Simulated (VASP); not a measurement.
Write the native input for VASP 6.6.1 that does the following.

```yaml
Task: single point
Functional: LDA
Potentials_or_basis: VASP PAW LDA potentials, release 64 (Sn_d)
Cutoff: 520 eV
k_mesh: 9 × 9 × 9
Occupations: fermi-dirac, width 0.03 eV
Spin: no spin polarisation
Dipole_correction: no
Further_INCAR_settings: ALGO = Normal; EDIFF = 1e-06; NBANDS = 21
```

The structure of Sn lies in POSCAR:

```
Sn
1.0
    0.0973680000      3.2942840000      3.2942840000
    3.2942840000      0.0973680000      3.2942840000
    3.2942840000      3.2942840000      0.0973680000
Sn
2
Direct
    0.5000000000      0.5000000000      0.5000000000
    0.7500000000      0.7500000000      0.7500000000
```

This cell differs from its parent crystal: equal xy, yz and zx shear strains of +3 %.

One way to write it, as run:

INCAR

```
SYSTEM = Sn
PREC = Accurate ; ENCUT = 520
EDIFF = 1E-6 ; ISMEAR = -1
SIGMA = 0.03 ; LREAL = .FALSE.
LASPH = .TRUE. ; NELM = 100
ALGO = Normal ; ISIF = 2
LWAVE = .FALSE. ; LCHARG = .FALSE.
GGA = CA ; NBANDS = 21
```

KPOINTS

```
regular mesh
0
G
  9 9 9
  0 0 0
```

Potentials or basis: VASP PAW LDA potentials, release 64 (Sn_d).

Launch:

```bash
$ cat potpaw_LDA.64/Sn_d/POTCAR > POTCAR
$ mpirun -np 1 vasp_std > vasp.out
```

It gave:

| Property | Result |
| --- | --- |
| Pressure | -0.2 GPa |
| Largest force | 0.388 eV/Å |
| Band gap on the k mesh | zero (band 14 reaches 5.48 eV, above the bottom of band 15 at 5.19 eV) |

Caveat: the cell differs from its parent crystal (equal xy, yz and zx shear strains of +3 %); spin-orbit coupling is left out, which moves the levels of the heavy elements.

It took 66 s on 1 thread of Intel(R) Xeon(R) Platinum 8488C (Sapphire Rapids) (shared host), peak memory 0.22 GiB.
